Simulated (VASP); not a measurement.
MnO, 2 atoms in the cell. The structure is trigonal, space group R-3m (No. 166). The conventional cell has a = 3.078 Å, b = 3.078 Å, c = 6.039 Å, α = 90.00°, β = 90.00°, γ = 120.00°. Within 2.7 Å of Mn (site symmetry -3m) lie 6 O at 2.04 Å and 6 Mn at 2.69 Å. O (site symmetry -3m) has 6 Mn at 2.04 Å and 6 O at 2.69 Å within 2.7 Å. 

```yaml
Program: VASP 6.6.1
Task: single point
Functional: PBE
Potentials_or_basis: VASP PAW PBE potentials, release 64 (Mn_pv, O)
Cutoff: 520 eV
k_mesh: 14 × 14 × 14
Occupations: gaussian, width 0.05 eV
Spin: no spin polarisation
Dipole_correction: no
Further_INCAR_settings: ALGO = Normal; EDIFF = 1e-06; NBANDS = 16
```

Potentials or basis: VASP PAW PBE potentials, release 64 (Mn_pv, O).

The run is started by

```sh
$ cat potpaw_PBE.64/Mn_pv/POTCAR potpaw_PBE.64/O/POTCAR > POTCAR
$ mpirun -np 1 vasp_std > vasp.out
```

Hardware: 1 thread of Intel(R) Xeon(R) Platinum 8259CL CPU @ 2.50GHz (Skylake/Cascade Lake), on a shared host.

**Question.** How long does it take, and how much memory?

**Answer.** It took 45 s on 1 thread of Intel(R) Xeon(R) Platinum 8259CL CPU @ 2.50GHz (Skylake/Cascade Lake) (shared host), peak memory 0.18 GiB. Counts: scf iterations 13, k points 288.
